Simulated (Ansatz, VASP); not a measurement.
# Two plane-wave programs on NaCl

```
Na Cl
1.0
     3.50219    0.00000    0.00000
     0.00000    3.50219    0.00000
     0.00000    0.00000    3.50219
Na Cl
1 1
Direct
  0.00000 0.00000 0.00000
  0.50000 0.50000 0.50000
```

Alike in both runs: task single point; functional PBEsol; k mesh 6 × 6 × 6; occupations gaussian, width 0.05 eV; no spin polarisation.

```csv
,VASP,Ansatz
version,VASP 6.6.1,Ansatz 0.2.0
potentials or method,"VASP PAW PBE potentials, release 64 (Na_pv, Cl), cutoff 520 eV","scalar-relativistic, plane waves, PAW"
valence electrons in the cell,14,16
```

```tsv
	VASP	Ansatz	Ansatz less VASP
gap on the k mesh at the Fermi level (eV)	3.84	3.84	+0.003
least direct gap on the mesh (eV)	4.34	4.34	+0.003
pressure (GPa)	-1.2	-1.2	0.00
```

VASP's potentials were made for PBE, not for PBEsol. VASP's potentials hold 14 valence electrons a cell and Ansatz's 16, so a difference there can come from the potentials and not from the codes.
